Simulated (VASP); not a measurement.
# PbS (Galena) (Fm-3m) in VASP: a series of runs

PbS (Galena) is run at these levels: revPBE+D4, PBE, BLYP+D4, PBEsol+D3(BJ); tasks: single point, relaxation of cell and atoms.

Everything below comes from runs of VASP 6.6.1. Logs are shortened: lines on timing, memory, paths and dates and some standing lists are left out, and cuts for length are marked.

## Step 1: The cell of the first run

The structure is cubic, space group Fm-3m (No. 225). Conventional cell: a = 5.939 Å, b = 5.939 Å, c = 5.939 Å, α = 90.00°, β = 90.00°, γ = 90.00°. Pb (site symmetry m-3m) has 6 S at 2.97 Å within 3.9 Å. Within 3.9 Å of S (site symmetry m-3m) lie 6 Pb at 2.97 Å.

## Step 2: Single point, revPBE+D4

Contents of INCAR:

```
PREC = Accurate
ENCUT = 520
EDIFF = 1E-6
ISMEAR = -1
SIGMA = 0.05
LREAL = False
LASPH = True
NELM = 80
ALGO = Normal
ISIF = 2
LWAVE = False
LCHARG = False
GGA = RE
IVDW = 13
NBANDS = 17
```

Contents of KPOINTS:

```
regular mesh
0
Gamma
  8 8 8
```

Contents of POSCAR:

```
PbS
1.0
    0.0000000000      2.9696940508      2.9696940508
    2.9696940508      0.0000000000      2.9696940508
    2.9696940508      2.9696940508      0.0000000000
Pb S
1 1
Direct
    0.0000000000      0.0000000000      0.0000000000
    0.5000000000      0.5000000000      0.5000000000
```

Potentials or basis: VASP PAW PBE potentials, release 64 (Pb_d, S).

The run is started by

```console
$ cat potpaw_PBE.64/Pb_d/POTCAR potpaw_PBE.64/S/POTCAR > POTCAR
$ mpirun -np 1 vasp_std > vasp.out
```

OUTCAR:

```text
PREC = Accurate
   ENCUT = 520
   EDIFF = 1E-6
   ISMEAR = -1
   LREAL = False
   LASPH = True
   NELM = 80
   ISIF = 2
   GGA = RE
   IVDW = 13

 ion  position               nearest neighbor table
   1  0.000  0.000  0.000-   2 2.97   2 2.97   2 2.97   2 2.97   2 2.97   2 2.97
   2  0.500  0.500  0.500-   1 2.97   1 2.97   1 2.97   1 2.97   1 2.97   1 2.97

  LATTYP: Found a face centered cubic cell.
 ALAT       =     5.9393881016

  Lattice vectors:

 A1 = (   0.0000000000,   2.9696940508,   2.9696940508)
 A2 = (   2.9696940508,   0.0000000000,   2.9696940508)
 A3 = (   2.9696940508,   2.9696940508,   0.0000000000)

Analysis of symmetry for initial positions (statically):
=====================================================================
 Subroutine PRICEL returns:
 Original cell was already a primitive cell.

 Routine SETGRP: Setting up the symmetry group for a
 face centered cubic supercell.

 Subroutine GETGRP returns: Found 48 space group operations
[... 9 lines left out ...]

 Routine SETGRP: Setting up the symmetry group for a
 face centered cubic supercell.

 Subroutine GETGRP returns: Found 48 space group operations
[... 11 lines left out ...]
                                     Primitive cell

  volume of cell :      52.3800

  direct lattice vectors                    reciprocal lattice vectors
     0.000000000  2.969694051  2.969694051    -0.168367512  0.168367512  0.168367512
     2.969694051  0.000000000  2.969694051     0.168367512 -0.168367512  0.168367512
     2.969694051  2.969694051  0.000000000     0.168367512  0.168367512 -0.168367512

  length of vectors
     4.199781603  4.199781603  4.199781603     0.291621086  0.291621086  0.291621086

  position of ions in fractional coordinates (direct lattice)
     0.000000000  0.000000000  0.000000000
     0.500000000  0.500000000  0.500000000

  ion indices of the primitive-cell ions
   primitive index   ion index
                 1           1
                 2           2

----------------------------------------------------------------------------------------

 KPOINTS: regular mesh

Automatic generation of k-mesh.
 Grid dimensions read from file:
 generate k-points for:    8    8    8

 Generating k-lattice:

  Cartesian coordinates                     Fractional coordinates (reciprocal lattice)
    -0.021045939  0.021045939  0.021045939     0.125000000  0.000000000  0.000000000
     0.021045939 -0.021045939  0.021045939     0.000000000  0.125000000  0.000000000
     0.021045939  0.021045939 -0.021045939     0.000000000  0.000000000  0.125000000

  Length of vectors
     0.036452636  0.036452636  0.036452636

  Shift w.r.t. Gamma in fractional coordinates (k-lattice)
     0.000000000  0.000000000  0.000000000

 Subroutine IBZKPT returns following result:
 ===========================================

 Found     29 irreducible k-points:

 Following reciprocal coordinates:
            Coordinates               Weight
  0.000000  0.000000  0.000000      1.000000
  0.125000  0.000000  0.000000      8.000000
  0.250000  0.000000  0.000000      8.000000
  0.375000  0.000000  0.000000      8.000000
  0.500000  0.000000  0.000000      4.000000
  0.125000  0.125000  0.000000      6.000000
[... 16 lines left out ...]
  0.500000  0.250000  0.125000     48.000000
 -0.375000  0.250000  0.125000     24.000000
 [... further k-points ...]
   k-points           NKPTS =     29   k-points in BZ     NKDIM =     29   number of bands    NBANDS=     17
   number of dos      NEDOS =    301   number of ions     NIONS =      2
   total plane-waves  NPLWV =  32768
   dimension x,y,z NGX =    32 NGY =   32 NGZ =   32
   dimension x,y,z NGXF=    64 NGYF=   64 NGZF=   64
   ions per type =               1   1
   NGX,Y,Z   is equivalent  to a cutoff of  12.67, 12.67, 12.67 a.u.
   NGXF,Y,Z  is equivalent  to a cutoff of  25.33, 25.33, 25.33 a.u.
 SYSTEM =  unknown system
   PREC   = accura    normal or accurate (medium, high low for compatibility)
   ISTART =      0    job   : 0-new  1-cont  2-samecut
   ICHARG =      2    charge: 1-file 2-atom 10-const
   ISPIN  =      1    spin polarized calculation?
   LNONCOLLINEAR =      F non collinear calculations
   LSORBIT =      F    spin-orbit coupling
   LASPH  =      T    aspherical Exc in radial PAW
   ENCUT  =  520.0 eV  38.22 Ry    6.18 a.u.   7.81  7.81  7.81*2*pi/ulx,y,z
   NELM   =     80;   NELMIN=  2; NELMDL= -5     # of ELM steps
   EDIFF  = 0.1E-05   stopping-criterion for ELM
   LREAL  =      F    real-space projection
   EDIFFG = 0.1E-04   stopping-criterion for IOM
   NSW    =      0    number of steps for IOM
   IBRION =     -1    ionic relax: 0-MD 1-quasi-New 2-CG
   NFREE  =      0    steps in history (QN), initial steepest desc. (CG)
   ISIF   =      2    stress and relaxation
   ISYM   =      2    0-nonsym 1-usesym 2-fastsym
   POTIM  = 0.5000    time-step for ionic-motion
   TEBEG  =    0.0;   TEEND  =   0.0 temperature during run
   PSTRESS=    0.0 pullay stress
   NELECT =      20.0000    total number of electrons
   NUPDOWN=      -1.0000    fix difference up-down
   EMIN   =  10.00;   EMAX   =-10.00  energy-range for DOS
   EFERMI =   0.00;   METHOD = LEGACY
   ISMEAR =    -1;   SIGMA  =   0.05  broadening in eV -4-tet -1-fermi 0-gaus
   EFERMI_NEDOS =   21; number of points for ismear=-14 and -15
   IALGO  =     38    algorithm
   IMIX   =      4    mixing-type and parameters
     AMIX     =   0.40;   BMIX     =  1.00
     AMIX_MAG =   1.60;   BMIX_MAG =  1.00
  volume/ion in A,a.u.               =      26.19       176.74
  Fermi-wavevector in a.u.,A,eV,Ry     =   1.187672  2.244374 19.191893  1.410564
  Thomas-Fermi vector in A             =   2.323818
   LORBIT       =      0    0 simple, 1 ext, 2 COOP (PROOUT), +10 PAW based schemes
   GGA     = RE    functional components
   LHFCALC =     F    Hartree Fock is set to
   AEXX    =    0.0000 exact exchange contribution
   IVDW    =    13    specifies the selected vdW correction
   LEPSILON=     F    determine dielectric tensor
   LRPA    =     F    only Hartree local field effects (RPA)
 non-spin polarized calculation
  energy-cutoff  :      520.00
  volume of cell :       52.38
 maximum number of plane-waves:      1424
   NGX = 15   NGY = 15   NGZ = 15

 number of electron      19.9999999 magnetization

 Free energy of the ion-electron system (eV)
  ---------------------------------------------------
  ext. energy  EPLUGINS =         0.00000000
  ---------------------------------------------------
  free energy    TOTEN  =        -8.15200140 eV

  energy without entropy =       -8.15190598  energy(sigma->0) =       -8.15195369

 E-fermi :   6.0803     XC(G=0):  -9.5436

 val. band max:        5.8558537414   @ k =   0.5000   0.0000   0.0000
 cond. band min:       6.3047095602   @ k =   0.5000   0.0000   0.0000
 fundamental gap:      0.4488558189
 Fermi energy:         6.0802858642

 k-point     1 :       0.0000    0.0000    0.0000
  band No.  band energies     occupation
      1     -11.0116      2.00000
      2     -11.0116      2.00000
      3     -11.0116      2.00000
      4     -10.9917      2.00000
      5     -10.9917      2.00000
      6      -7.6973      2.00000
[... 9 lines left out ...]
     16      12.6290      0.00000
     17      14.6584      0.00000

 k-point     2 :       0.1250    0.0000    0.0000
  band No.  band energies     occupation
      1     -11.0109      2.00000
      2     -11.0084      2.00000
      3     -11.0084      2.00000
      4     -10.9928      2.00000
      5     -10.9928      2.00000
      6      -7.5657      2.00000
[... 9 lines left out ...]
     16      12.9963      0.00000
     17      15.8260      0.00000

 k-point     3 :       0.2500    0.0000    0.0000
  band No.  band energies     occupation
      1     -11.0123      2.00000
      2     -11.0123      2.00000
      3     -11.0094      2.00000
      4     -10.9837      2.00000
      5     -10.9837      2.00000
      6      -7.2007      2.00000
[... 9 lines left out ...]
     16      13.8403      0.00000
     17      17.8391      0.00000

 k-point     4 :       0.3750    0.0000    0.0000
  band No.  band energies     occupation
      1     -11.0216      2.00000
      2     -11.0216      2.00000
      3     -11.0085      2.00000
      4     -10.9692      2.00000
      5     -10.9692      2.00000
      6      -6.7283      2.00000
[... 9 lines left out ...]
     16      15.0546      0.00000
     17      17.7022      0.00000

 k-point     5 :       0.5000    0.0000    0.0000
  band No.  band energies     occupation
      1     -11.0256      2.00000
      2     -11.0256      2.00000
      3     -11.0082      2.00000
      4     -10.9629      2.00000
      5     -10.9629      2.00000
      6      -6.4749      2.00000
[... 9 lines left out ...]
     16      15.9819      0.00000
     17      16.4375      0.00000

 k-point     6 :       0.1250    0.1250    0.0000
  band No.  band energies     occupation
      1     -11.0152      2.00000
      2     -11.0036      2.00000
      3     -11.0033      2.00000
      4     -11.0033      2.00000
      5     -10.9880      2.00000
      6      -7.5197      2.00000
[... 9 lines left out ...]
     16      13.7657      0.00000
     17      15.1638      0.00000

 k-point     7 :       0.2500    0.1250    0.0000
  band No.  band energies     occupation
      1     -11.0202      2.00000
      2     -11.0144      2.00000
      3     -11.0007      2.00000
      4     -10.9931      2.00000
      5     -10.9799      2.00000
      6      -7.2270      2.00000
[... 9 lines left out ...]
     16      14.5609      0.00000
     17      16.4109      0.00000

 k-point     8 :       0.3750    0.1250    0.0000
  band No.  band energies     occupation
      1     -11.0340      2.00000
      2     -11.0094      2.00000
      3     -11.0086      2.00000
      4     -10.9823      2.00000
      5     -10.9667      2.00000
      6      -6.7782      2.00000
[... 9 lines left out ...]
     16      15.6109      0.00000
     17      17.6393      0.00000
[... 203 lines left out ...]
      1     -11.1222      2.00000
      2     -11.0293      2.00000
      3     -10.9737      2.00000
      4     -10.9593      2.00000
      5     -10.9557      2.00000
      6      -6.1249      2.00000
[... 9 lines left out ...]
     16      17.4138      0.00000
     17      17.6226      0.00000

 k-point    20 :      -0.3750    0.3750    0.0000
  band No.  band energies     occupation
      1     -11.1022      2.00000
      2     -11.0144      2.00000
      3     -10.9847      2.00000
      4     -10.9691      2.00000
      5     -10.9604      2.00000
      6      -6.0617      2.00000
[... 9 lines left out ...]
     16      16.8175      0.00000
     17      18.4571      0.00000

 k-point    21 :       0.5000    0.5000    0.0000
  band No.  band energies     occupation
      1     -11.1408      2.00000
      2     -11.0360      2.00000
      3     -10.9666      2.00000
      4     -10.9525      2.00000
      5     -10.9525      2.00000
      6      -6.0538      2.00000
[... 9 lines left out ...]
     16      18.0964      0.00000
     17      18.1024      0.00000

 k-point    22 :       0.3750    0.2500    0.1250
  band No.  band energies     occupation
      1     -11.0386      2.00000
      2     -11.0150      2.00000
      3     -10.9994      2.00000
      4     -10.9835      2.00000
      5     -10.9728      2.00000
      6      -6.8852      2.00000
[... 9 lines left out ...]
     16      15.7639      0.00000
     17      16.0482      0.00000

 k-point    23 :       0.5000    0.2500    0.1250
  band No.  band energies     occupation
      1     -11.0535      2.00000
      2     -11.0086      2.00000
      3     -11.0024      2.00000
      4     -10.9782      2.00000
      5     -10.9668      2.00000
      6      -6.4653      2.00000
[... 9 lines left out ...]
     16      16.1694      0.00000
     17      17.1865      0.00000

 k-point    24 :      -0.3750    0.2500    0.1250
  band No.  band energies     occupation
      1     -11.0591      2.00000
      2     -11.0101      2.00000
      3     -10.9949      2.00000
      4     -10.9831      2.00000
      5     -10.9625      2.00000
      6      -6.2538      2.00000
[... 9 lines left out ...]
     16      16.7805      0.00000
     17      17.0861      0.00000

 [... further k-points ...]

------------------------ aborting loop because EDIFF is reached ----------------------------------------

  DFT-D4 for vdW energy calculation

  Edisp (eV):   -1.20305

  FORCE on cell =-STRESS in cart. coord.  units (eV):
  Direction    XX          YY          ZZ          XY          YZ          ZX
  --------------------------------------------------------------------------------------
  -------------------------------------------------------------------------------------
  Total      -0.02850    -0.02850    -0.02850    -0.00000     0.00000     0.00000
  in kB      -0.87182    -0.87182    -0.87182    -0.00000     0.00000     0.00000
  external pressure =       -0.87 kB  Pullay stress =        0.00 kB

 VOLUME and BASIS-vectors are now :
 -----------------------------------------------------------------------------
  energy-cutoff  :      520.00
  volume of cell :       52.38
      direct lattice vectors                 reciprocal lattice vectors
     0.000000000  2.969694051  2.969694051    -0.168367512  0.168367512  0.168367512
     2.969694051  0.000000000  2.969694051     0.168367512 -0.168367512  0.168367512
     2.969694051  2.969694051  0.000000000     0.168367512  0.168367512 -0.168367512

 POSITION                                       TOTAL-FORCE (eV/Angst)
 -----------------------------------------------------------------------------------
      0.00000      0.00000      0.00000        -0.000000      0.000000     -0.000000
      2.96969      2.96969      2.96969         0.000000      0.000000      0.000000
 -----------------------------------------------------------------------------------
    total drift:                                0.000000     -0.000000     -0.000000

  FREE ENERGIE OF THE ION-ELECTRON SYSTEM (eV)
  ---------------------------------------------------
  free  energy   TOTEN  =        -9.3550536151 eV

  energy  without entropy=       -9.3549581892  energy(sigma->0) =       -9.35500590
```

It took 33 s on 1 thread of Intel Xeon 6975P-C, shared host; peak memory 0.18 GiB.

Results:

- Free energy: -9.3551 eV
- Pressure: -0.1 GPa
- Band gap on the k mesh: 0.45 eV, direct
- Dispersion energy per atom: -0.602 eV

Caveat: the PAW data sets were made with another functional, which shifts forces and pressure a little; spin-orbit coupling is left out, which moves the levels of the heavy elements. A k mesh can miss the band edges.

## Step 3: Single point, PBE

This run uses another cell than the first one, of 26.09 Å³/atom, 0.996 times its volume.

Contents of INCAR:

```
PREC     = Accurate       # precision mode
ENCUT    = 520            # plane-wave cutoff, eV
EDIFF    = 1E-6           # SCF threshold, eV
ISMEAR   = 0              # smearing method
SIGMA    = 0.028999999999999998 # smearing width, eV
LREAL    = F              # projectors in reciprocal space
LASPH    = T              # aspherical terms in the spheres
NELM     = 100            # most SCF steps
ALGO     = Normal         # electronic algorithm
ISIF     = 2              # what is computed and relaxed
LWAVE    = F              # write WAVECAR
LCHARG   = F              # write CHGCAR
GGA      = PE             # functional
NBANDS   = 17             # bands
```

Contents of KPOINTS:

```
Automatic mesh
0
Gamma
  8 8 8
```

Contents of POSCAR:

```
PbS
1.0
    0.0000000000      2.9657500000      2.9657500000
    2.9657500000      0.0000000000      2.9657500000
    2.9657500000      2.9657500000      0.0000000000
Pb S
1 1
Direct
    0.0000000000      0.0000000000      0.0000000000
    0.5000000000      0.5000000000      0.5000000000
```

Potentials or basis: VASP PAW PBE potentials, release 64 (Pb_d, S).

The run is started by

```console
$ cat potpaw_PBE.64/Pb_d/POTCAR potpaw_PBE.64/S/POTCAR > POTCAR
$ mpirun -np 1 vasp_std > vasp.out
```

Run time: 30 s. Hardware: 1 thread of Intel Xeon 6975P-C, shared host; peak memory 0.18 GiB.

Results (log left out):

| Item | Value |
| --- | --- |
| Free energy | -8.7560 eV |
| Pressure | 2.1 GPa |
| Band gap on the k mesh | 0.36 eV, direct |

Levels at points of the mesh, in eV from the valence-band top:
| k point | band 8 | band 9 | band 10 | band 11 | band 12 | band 13 |
| --- | --- | --- | --- | --- | --- | --- |
| (0.00, 0.00, 0.00) | -2.17 | -2.17 | -2.17 | 5.21 | 5.21 | 5.21 |
| (0.50, 0.00, 0.00) | -1.78 | -1.78 | 0.00 | 0.36 | 1.96 | 1.96 |
| (0.50, 0.50, 0.00) | -5.20 | -3.44 | -3.44 | 3.86 | 5.58 | 5.68 |

Caveat: spin-orbit coupling is left out, which moves the levels of the heavy elements. A k mesh can miss the band edges.

(Continued in part 2 of 3.)
